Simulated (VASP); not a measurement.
Input of a VASP 6.6.1 run:

Contents of INCAR:

```
SYSTEM = MgO
PREC     = Accurate       ! precision mode
ENCUT    = 840            ! plane-wave cutoff, eV
EDIFF    = 1E-6           ! SCF threshold, eV
ISMEAR   = 0              ! smearing method
SIGMA    = 0.05           ! smearing width, eV
LREAL    = .FALSE.        ! projectors in reciprocal space
LASPH    = .TRUE.         ! aspherical terms in the spheres
NELM     = 120            ! most SCF steps
ALGO     = Normal         ! electronic algorithm
ISIF     = 2              ! what is computed and relaxed
LWAVE    = .FALSE.        ! write WAVECAR
LCHARG   = .FALSE.        ! write CHGCAR
GGA      = PE             ! functional
NBANDS   = 24             ! bands
GGA_COMPAT= .FALSE.
```

The input KPOINTS:

```
Automatic mesh
0
G
  9 9 6
  0 0 0
```

The input POSCAR:

```
MgO
1.0
    3.3453000000      0.0000000000      0.0000000000
   -1.6726500000      2.8971147833      0.0000000000
    0.0000000000      0.0000000000      4.1122000000
Mg O
2 2
Direct
    0.6666666667      0.3333333333      0.7500000000
    0.3333333333      0.6666666667      0.2500000000
    0.6666666667      0.3333333333      0.2500000000
    0.3333333333      0.6666666667      0.7500000000
```

Potentials or basis: VASP PAW PBE potentials, release 64 (Mg_sv, O).

Run with:

```sh
$ cat potpaw_PBE.64/Mg_sv/POTCAR potpaw_PBE.64/O/POTCAR > POTCAR
$ mpirun -np 1 vasp_std > vasp.out
```

(1) What does it give for the band gap on the k mesh?

(2) What does it give for the pressure?

## Answers

(1) 3.95 eV.

(2) 21.8 GPa.

Caveat: the stress differs along the axes, from 18 to 24 GPa.
